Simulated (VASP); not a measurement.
Cu3N (ae): single point with PBE

Crystal: Cu3N (ae).

```xyz
4
Lattice="3.8266 0.0000 0.0000 0.0000 3.8266 0.0000 0.0000 0.0000 3.8266" Properties=species:S:1:pos:R:3 pbc="T T T"
Cu    1.9133    0.0000    0.0000
Cu    0.0000    1.9133    0.0000
Cu    0.0000    0.0000    1.9133
N     0.0000    0.0000    0.0000
```

| Item | Value |
| --- | --- |
| Program | VASP 6.6.1 |
| Task | single point |
| Functional | PBE |
| Potentials or basis | VASP PAW PBE potentials, release 64 (Cu, N) |
| Cutoff | 600 eV |
| k mesh | 10 × 10 × 10 |
| Occupations | gaussian, width 0.01 eV |
| Spin | no spin polarisation |
| Dipole correction | no |
| Further INCAR settings | ALGO = Normal; EDIFF = 1e-06; NBANDS = 27 |

```json
{"Pressure": "0.8 GPa", "Band gap on the k mesh": "0.24 eV, indirect (least direct gap 0.78 eV)"}
```

Levels at points of the mesh, in eV from the valence-band top:
```
           k point  band 16  band 17  band 18  band 19  band 20  band 21  band 22  band 23
(0.00, 0.00, 0.00)    -1.79    -1.79    -1.79    -1.76     0.97     5.25     5.25     6.60
(0.50, 0.00, 0.00)    -2.14    -1.79    -1.38    -1.38     1.54     3.33     6.72     7.19
(0.50, 0.50, 0.00)    -2.10    -1.05    -1.05    -0.67     0.24     3.53     4.81     4.81
(0.50, 0.50, 0.50)    -1.84     0.00     0.00     0.00     0.87     0.87     0.87     6.15
```

It took 39 s on 1 thread of Intel(R) Xeon(R) 6975P-C (Granite Rapids), with other jobs on the host, peak memory 0.22 GiB.

A k mesh can miss the band edges.
